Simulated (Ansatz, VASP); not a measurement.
MnAs: VASP beside Ansatz

```
As Mn
1.0
     3.71000    0.00000    0.00000
    -1.85500    3.21295    0.00000
     0.00000    0.00000    5.69100
As Mn
2 2
Direct
  0.66667 0.33333 0.75000
  0.33333 0.66667 0.25000
  0.00000 0.00000 0.50000
  0.00000 0.00000 0.00000
```

Alike in both runs: task relaxation of cell and atoms; functional revPBE; dispersion D3(BJ); k mesh 8 × 8 × 5; occupations fermi-dirac, width 0.05 eV; collinear spin.

|  | VASP | Ansatz |
| --- | --- | --- |
| version | VASP 6.6.1 | Ansatz 0.2.0 |
| potentials or method | VASP PAW PBE potentials, release 64 (As, Mn_pv) | Ansatz PAW |
| plane-wave cutoff (eV) | 600 | 420 |
| valence electrons in the cell | 36 | 60 |

```csv
,VASP,Ansatz,Ansatz less VASP
net moment per atom (μB),1.30,1.30,-0.003
size of the moment on the site where the two differ most (μB),2.68,2.60,-0.083
relaxed volume (Å³/atom),14.93,14.90,-0.024
relaxed cell length with the largest relative difference (Å),5.423,5.412,-0.0105
```

VASP's potentials were made for PBE, not for revPBE. Site moments also hang on the region over which each program counts them. VASP's potentials hold 36 valence electrons a cell and Ansatz's 60, so a difference there can come from the potentials and not from the codes.

Noted on Ansatz's run: the plane-wave basis is chosen anew once the cell has moved, so the energies of steps on either side of that aren't comparable.
